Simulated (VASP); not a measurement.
Here is a VASP 6.6.1 calculation.

The input INCAR:

```
ALGO     = Normal         # electronic algorithm
EDIFF    = 1E-6           # SCF threshold, eV
ENCUT    = 520            # plane-wave cutoff, eV
GGA      = PS             # functional
ISIF     = 2              # what is computed and relaxed
ISMEAR   = -1             # smearing method
LASPH    = True           # aspherical terms in the spheres
LCHARG   = False          # write CHGCAR
LREAL    = False          # projectors in reciprocal space
LWAVE    = False          # write WAVECAR
NBANDS   = 17             # bands
NELM     = 100            # most SCF steps
PREC     = Accurate       # precision mode
SIGMA    = 0.02           # smearing width, eV
```

File KPOINTS:

```
k-points
0
Gamma
  6 6 6
```

The input POSCAR:

```
TePb
1.0
    0.0000000000      3.2217969464      3.2217969464
    3.2217969464      0.0000000000      3.2217969464
    3.2217969464      3.2217969464      0.0000000000
Pb Te
1 1
Direct
    0.0000000000      0.0000000000      0.0000000000
    0.5000000000      0.5000000000      0.5000000000
```

Potentials or basis: VASP PAW PBE potentials, release 64 (Pb_d, Te).

Run with:

```bash
$ cat potpaw_PBE.64/Pb_d/POTCAR potpaw_PBE.64/Te/POTCAR > POTCAR
$ mpirun -np 1 vasp_std > vasp.out
```

Problem. Predict the pressure.

Solution. 0.0 GPa.

Problem. What does it give for the band gap on the k mesh?

Solution. 0.65 eV, direct.

Caveat: the PAW data sets were made with another functional, which shifts forces and pressure a little; spin-orbit coupling is left out, which moves the levels of the heavy elements. A k mesh can miss the band edges.
